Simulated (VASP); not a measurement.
# Ir (Fm-3m) in VASP: a series of runs

Ir is run at these levels: r2SCAN, PBE; tasks: single point.

Everything below comes from runs of VASP 6.6.1. Logs are shortened: lines on timing, memory, paths and dates and some standing lists are left out, and cuts for length are marked.

### Step 1. The cell of the first run

Symmetry: Fm-3m, No. 225, cubic system. The conventional cell has a = 3.857 Å, b = 3.857 Å, c = 3.857 Å, α = 90.00°, β = 90.00°, γ = 90.00°. Ir (site symmetry m-3m) has 12 Ir at 2.73 Å within 3.6 Å.

### Step 2. Single point, r2SCAN

File POSCAR:

```
Ir
1.0
    0.0000000000      1.9282864624      1.9282864624
    1.9282864624      0.0000000000      1.9282864624
    1.9282864624      1.9282864624      0.0000000000
Ir
1
Direct
    0.0000000000      0.0000000000      0.0000000000
```

File INCAR.step1:

```
PREC = Accurate
ENCUT = 550
ISMEAR = -1
SIGMA = 0.05
LREAL = False
LASPH = True
NELM = 120
NBANDS = 14
GGA = PE
ALGO = Normal
EDIFF = 1E-5
LWAVE = True
LCHARG = False
GGA_COMPAT = False
```

File INCAR.step2:

```
PREC = Accurate
ENCUT = 550
EDIFF = 1E-6
ISMEAR = -1
SIGMA = 0.05
LREAL = False
LASPH = True
NELM = 120
ALGO = Normal
ISIF = 2
LWAVE = False
LCHARG = True
METAGGA = R2SCAN
LMIXTAU = True
LELF = True
LVHAR = True
NBANDS = 14
ISTART = 1
GGA_COMPAT = False
```

File KPOINTS:

```
regular mesh
0
Gamma
  12 12 12
```

Potentials or basis: VASP PAW PBE potentials, release 64 (Ir_sv_GW).

Started as:

```
> cat potpaw_PBE.64/Ir_sv_GW/POTCAR > POTCAR
> cp INCAR.step1 INCAR
> mpirun -np 1 vasp_std > vasp.out
> cp INCAR.step2 INCAR
> mpirun -np 1 vasp_std > vasp.out
```

OUTCAR:

```text
PREC = Accurate
   ENCUT = 550
   EDIFF = 1E-6
   ISMEAR = -1
   LREAL = False
   LASPH = True
   NELM = 120
   ISIF = 2
   METAGGA = R2SCAN
   ISTART = 1

 ion  position               nearest neighbor table
   1  0.000  0.000  0.000-

  LATTYP: Found a face centered cubic cell.
 ALAT       =     3.8565729248

  Lattice vectors:

 A1 = (   0.0000000000,   1.9282864624,   1.9282864624)
 A2 = (   1.9282864624,   0.0000000000,   1.9282864624)
 A3 = (   1.9282864624,   1.9282864624,   0.0000000000)

Analysis of symmetry for initial positions (statically):
[... 5 lines left out ...]
 face centered cubic supercell.

 Subroutine GETGRP returns: Found 48 space group operations
 (whereof 48 operations were pure point group operations)
 out of a pool of 48 trial point group operations.

The static configuration has the point symmetry O_h .

Analysis of symmetry for dynamics (positions and initial velocities):
[... 5 lines left out ...]
 face centered cubic supercell.

 Subroutine GETGRP returns: Found 48 space group operations
 (whereof 48 operations were pure point group operations)
 out of a pool of 48 trial point group operations.

The dynamic configuration has the point symmetry O_h .

 Subroutine INISYM returns: Found 48 space group operations
 (whereof 48 operations are pure point group operations),
 and found     1 'primitive' translations

----------------------------------------------------------------------------------------

                                     Primitive cell

  volume of cell :      14.3399

  direct lattice vectors                    reciprocal lattice vectors
     0.000000000  1.928286462  1.928286462    -0.259297573  0.259297573  0.259297573
     1.928286462  0.000000000  1.928286462     0.259297573 -0.259297573  0.259297573
     1.928286462  1.928286462  0.000000000     0.259297573  0.259297573 -0.259297573

  length of vectors
     2.727008867  2.727008867  2.727008867     0.449116571  0.449116571  0.449116571

  position of ions in fractional coordinates (direct lattice)
     0.000000000  0.000000000  0.000000000

  ion indices of the primitive-cell ions
   primitive index   ion index
                 1           1

----------------------------------------------------------------------------------------

 KPOINTS: regular mesh

Automatic generation of k-mesh.
 Grid dimensions read from file:
 generate k-points for:   12   12   12

 Generating k-lattice:

  Cartesian coordinates                     Fractional coordinates (reciprocal lattice)
    -0.021608131  0.021608131  0.021608131     0.083333333  0.000000000  0.000000000
     0.021608131 -0.021608131  0.021608131     0.000000000  0.083333333  0.000000000
     0.021608131  0.021608131 -0.021608131     0.000000000  0.000000000  0.083333333

  Length of vectors
     0.037426381  0.037426381  0.037426381

  Shift w.r.t. Gamma in fractional coordinates (k-lattice)
     0.000000000  0.000000000  0.000000000

 Subroutine IBZKPT returns following result:
 ===========================================

 Found     72 irreducible k-points:

 Following reciprocal coordinates:
            Coordinates               Weight
  0.000000  0.000000  0.000000      1.000000
  0.083333  0.000000  0.000000      8.000000
  0.166667  0.000000  0.000000      8.000000
  0.250000  0.000000  0.000000      8.000000
  0.333333  0.000000  0.000000      8.000000
  0.416667  0.000000  0.000000      8.000000
[... 16 lines left out ...]
  0.500000  0.166667  0.000000     24.000000
 -0.416667  0.166667  0.000000     24.000000
 [... further k-points ...]
   k-points           NKPTS =     72   k-points in BZ     NKDIM =     72   number of bands    NBANDS=     14
   number of dos      NEDOS =    301   number of ions     NIONS =      1
   total plane-waves  NPLWV =  13824
   dimension x,y,z NGX =    24 NGY =   24 NGZ =   24
   dimension x,y,z NGXF=    48 NGYF=   48 NGZF=   48
   ions per type =               1
   NGX,Y,Z   is equivalent  to a cutoff of  14.63, 14.63, 14.63 a.u.
   NGXF,Y,Z  is equivalent  to a cutoff of  29.26, 29.26, 29.26 a.u.
 SYSTEM =  unknown system
   PREC   = accura    normal or accurate (medium, high low for compatibility)
   ISTART =      1    job   : 0-new  1-cont  2-samecut
   ICHARG =      0    charge: 1-file 2-atom 10-const
   ISPIN  =      1    spin polarized calculation?
   LNONCOLLINEAR =      F non collinear calculations
   LSORBIT =      F    spin-orbit coupling
   LASPH  =      T    aspherical Exc in radial PAW
   ENCUT  =  550.0 eV  40.42 Ry    6.36 a.u.   5.21  5.21  5.21*2*pi/ulx,y,z
   NELM   =    120;   NELMIN=  2; NELMDL=  0     # of ELM steps
   EDIFF  = 0.1E-05   stopping-criterion for ELM
   LREAL  =      F    real-space projection
   EDIFFG = 0.1E-04   stopping-criterion for IOM
   NSW    =      0    number of steps for IOM
   IBRION =     -1    ionic relax: 0-MD 1-quasi-New 2-CG
   NFREE  =      0    steps in history (QN), initial steepest desc. (CG)
   ISIF   =      2    stress and relaxation
   ISYM   =      2    0-nonsym 1-usesym 2-fastsym
   POTIM  = 0.5000    time-step for ionic-motion
   TEBEG  =    0.0;   TEEND  =   0.0 temperature during run
   PSTRESS=    0.0 pullay stress
   NELECT =      17.0000    total number of electrons
   NUPDOWN=      -1.0000    fix difference up-down
   EMIN   =  10.00;   EMAX   =-10.00  energy-range for DOS
[... 5 lines left out ...]
     AMIX     =   0.40;   BMIX     =  1.00
     AMIX_MAG =   1.60;   BMIX_MAG =  1.00
  volume/ion in A,a.u.               =      14.34        96.77
  Fermi-wavevector in a.u.,A,eV,Ry     =   1.732645  3.274224 40.845488  3.002059
  Thomas-Fermi vector in A             =   2.806782
   LORBIT       =      0    0 simple, 1 ext, 2 COOP (PROOUT), +10 PAW based schemes
   METAGGA = R2SCAN    functional components
   LHFCALC =     F    Hartree Fock is set to
   AEXX    =    0.0000 exact exchange contribution
   IVDW    =     0    specifies the selected vdW correction
   LEPSILON=     F    determine dielectric tensor
   LRPA    =     F    only Hartree local field effects (RPA)
 non-spin polarized calculation
  energy-cutoff  :      550.00
  volume of cell :       14.34
 maximum number of plane-waves:       444
 NGX is ok and might be reduce to    24
   NGX = 11   NGY = 11   NGZ = 11

 number of electron      17.0000000 magnetization

 Free energy of the ion-electron system (eV)
  ---------------------------------------------------
  ext. energy  EPLUGINS =         0.00000000
  ---------------------------------------------------
  free energy    TOTEN  =       -52.92151890 eV

  energy without entropy =      -52.91679681  energy(sigma->0) =      -52.91915785

 E-fermi :  12.4237     XC(G=0): -15.8006

 val. band max:       12.4204896702   @ k =  -0.2500   0.0833   0.0000
 cond. band min:      12.4470590698   @ k =  -0.3333   0.3333   0.0000
 fundamental gap:      0.0265693997
 Fermi energy:        12.4237207423

 k-point     1 :       0.0000    0.0000    0.0000
  band No.  band energies     occupation
      1     -82.6077      2.00000
      2     -38.4272      2.00000
      3     -38.4272      2.00000
      4     -38.4272      2.00000
      5       1.0481      2.00000
      6       8.4822      2.00000
      7       8.4822      2.00000
      8       8.4822      2.00000
      9      11.1336      2.00000
     10      11.1336      2.00000
     11      26.7132      0.00000
     12      32.4280      0.00000
     13      32.4280      0.00000
     14      32.4280      0.00000

 k-point     2 :       0.0833    0.0000    0.0000
  band No.  band energies     occupation
      1     -82.6034      2.00000
      2     -38.4840      2.00000
      3     -38.4349      2.00000
      4     -38.4349      2.00000
      5       1.3652      2.00000
      6       8.3173      2.00000
      7       8.6139      2.00000
      8       8.6139      2.00000
      9      11.0522      2.00000
     10      11.0522      2.00000
     11      27.2520      0.00000
     12      31.1615      0.00000
     13      32.9535      0.00000
     14      32.9535      0.00000

 k-point     3 :       0.1667    0.0000    0.0000
  band No.  band energies     occupation
      1     -82.5905      2.00000
      2     -38.6349      2.00000
      3     -38.4559      2.00000
      4     -38.4559      2.00000
      5       2.2340      2.00000
      6       7.9863      2.00000
      7       8.8769      2.00000
      8       8.8769      2.00000
      9      10.9802      2.00000
     10      10.9802      2.00000
     11      28.4382      0.00000
     12      29.0681      0.00000
     13      34.4370      0.00000
     14      34.4370      0.00000

 k-point     4 :       0.2500    0.0000    0.0000
  band No.  band energies     occupation
      1     -82.5733      2.00000
      2     -38.8388      2.00000
      3     -38.4844      2.00000
      4     -38.4844      2.00000
      5       3.3259      2.00000
      6       7.9574      2.00000
      7       8.9097      2.00000
      8       8.9097      2.00000
      9      11.3426      2.00000
     10      11.3426      2.00000
     11      26.6170      0.00000
     12      29.3505      0.00000
     13      36.5419      0.00000
     14      36.5419      0.00000

 k-point     5 :       0.3333    0.0000    0.0000
  band No.  band energies     occupation
      1     -82.5560      2.00000
      2     -39.0385      2.00000
      3     -38.5129      2.00000
      4     -38.5129      2.00000
      5       4.0135      2.00000
      6       8.6690      2.00000
      7       8.6690      2.00000
      8       8.8886      2.00000
      9      12.1595      1.98991
     10      12.1595      1.98991
     11      24.1118      0.00000
[... 276 lines left out ...]
 k-point    22 :       0.4167    0.1667    0.0000
  band No.  band energies     occupation
      1     -82.5420      2.00000
      2     -39.0686      2.00000
      3     -38.6184      2.00000
      4     -38.5874      2.00000
      5       4.9669      2.00000
      6       7.5266      2.00000
      7       8.2209      2.00000
      8       9.5336      2.00000
      9      13.2188      0.00000
     10      13.6165      0.00000
     11      23.2692      0.00000
     12      28.9416      0.00000
     13      31.1091      0.00000
     14      33.2911      0.00000

 k-point    23 :       0.5000    0.1667    0.0000
  band No.  band energies     occupation
      1     -82.5332      2.00000
      2     -39.1538      2.00000
      3     -38.6621      2.00000
      4     -38.5884      2.00000
      5       5.0434      2.00000
      6       7.5458      2.00000
      7       9.0499      2.00000
      8       9.2841      2.00000
      9      13.3947      0.00000
     10      15.7078      0.00000
     11      20.2694      0.00000
     12      28.2009      0.00000
     13      31.0485      0.00000
     14      31.6345      0.00000

 k-point    24 :      -0.4167    0.1667    0.0000
  band No.  band energies     occupation
      1     -82.5315      2.00000
      2     -39.1601      2.00000
      3     -38.6885      2.00000
      4     -38.5711      2.00000
      5       5.1135      2.00000
      6       7.5720      2.00000
      7       9.1659      2.00000
      8       9.3993      2.00000
      9      12.8667      0.00028
     10      16.3233      0.00000
     11      19.9333      0.00000
     12      28.0317      0.00000
     13      30.2800      0.00000
     14      32.2873      0.00000

 [... further k-points ...]
[... 5 lines left out ...]
  --------------------------------------------------------------------------------------
  -------------------------------------------------------------------------------------
  Total       -0.5453358     -0.5453358     -0.5453358      0.0000000      0.0000000     -0.0000000
  in kB      -60.9298275    -60.9298275    -60.9298275      0.0000000      0.0000000     -0.0000000
  external PRESSURE =     -60.9298275 kB  Pullay stress =       0.0000000 kB

 VOLUME and BASIS-vectors are now :
 -----------------------------------------------------------------------------
  energy-cutoff  :      550.00
  volume of cell :       14.34
      direct lattice vectors                 reciprocal lattice vectors
     0.000000000  1.928286462  1.928286462    -0.259297573  0.259297573  0.259297573
     1.928286462  0.000000000  1.928286462     0.259297573 -0.259297573  0.259297573
     1.928286462  1.928286462  0.000000000     0.259297573  0.259297573 -0.259297573

 POSITION                                       TOTAL-FORCE (eV/Angst)
 -----------------------------------------------------------------------------------
      0.00000      0.00000      0.00000         0.000000      0.000000      0.000000
 -----------------------------------------------------------------------------------
    total drift:                               -0.000000      0.000000      0.000000

  FREE ENERGIE OF THE ION-ELECTRON SYSTEM (eV)
  ---------------------------------------------------
  free  energy   TOTEN  =       -52.9215188958 eV

  energy  without entropy=      -52.9167968080  energy(sigma->0) =      -52.91915785
```

It took 74 s on 1 thread of AMD EPYC 7R43 (Zen 3), shared host; peak memory 0.12 GiB.

Results:

- Free energy: -52.9215 eV
- Pressure: -6.1 GPa

Levels at points of the mesh, in eV from the Fermi level:
```
           k point  band 6  band 7  band 8  band 9  band 10  band 11
(0.00, 0.00, 0.00)   -3.94   -3.94   -3.94   -1.29    -1.29    14.29
(0.50, 0.00, 0.00)   -4.09   -4.09   -0.69    0.89     0.89     7.54
(0.50, 0.50, 0.00)   -7.49    0.80    1.51    1.51     1.73    10.91
```

Caveat: the PAW data sets were made with another functional, which shifts forces and pressure a little; spin-orbit coupling is left out, which moves the levels of the heavy elements.

### Step 3. Single point, PBE, non-collinear spin, zero start, spin-orbit coupling

This run uses another cell than the first one, of 14.06 Å³/atom, 0.980 times its volume.

File INCAR:

```
  PREC = Accurate
  ENCUT = 500
  EDIFF = 1E-6
  ISMEAR = -1
  SIGMA = 0.05
  LREAL = F
  LASPH = T
  NELM = 200
  ALGO = Normal
  ISIF = 2
  LWAVE = F
  LCHARG = F
  MAGMOM = 0 0 0
  LORBIT = 11
  LSORBIT = T
  GGA_COMPAT = F
  LORBMOM = T
  LMAXMIX = 4
  GGA = PE
  NBANDS = 28
```

File KPOINTS:

```
regular mesh
0
Gamma
  9 9 9
```

File POSCAR:

```
Ir
1.0
    0.0000000000      1.9156000000      1.9156000000
    1.9156000000      0.0000000000      1.9156000000
    1.9156000000      1.9156000000      0.0000000000
Ir
1
Direct
    0.0000000000      0.0000000000      0.0000000000
```

Potentials or basis: VASP PAW PBE potentials, release 64 (Ir_sv_GW).

Started as:

```
> cat potpaw_PBE.64/Ir_sv_GW/POTCAR > POTCAR
> mpirun -np 1 vasp_ncl > vasp.out
```

It took 28 s on 1 thread of AMD EPYC 7R43 (Zen 3), shared host; peak memory 0.14 GiB.

Results (log left out):

* Free energy: -11.4568 eV
* Pressure: 9.7 GPa
* Net moment: 0.00 μB per cell
* Valence electrons inside the program's atomic spheres: Ir 16.38

Moments on the atoms (μB; x, y, z):
```
Ir  0.00 0.00 0.00
```

(Part 1 of 2 ends here.)
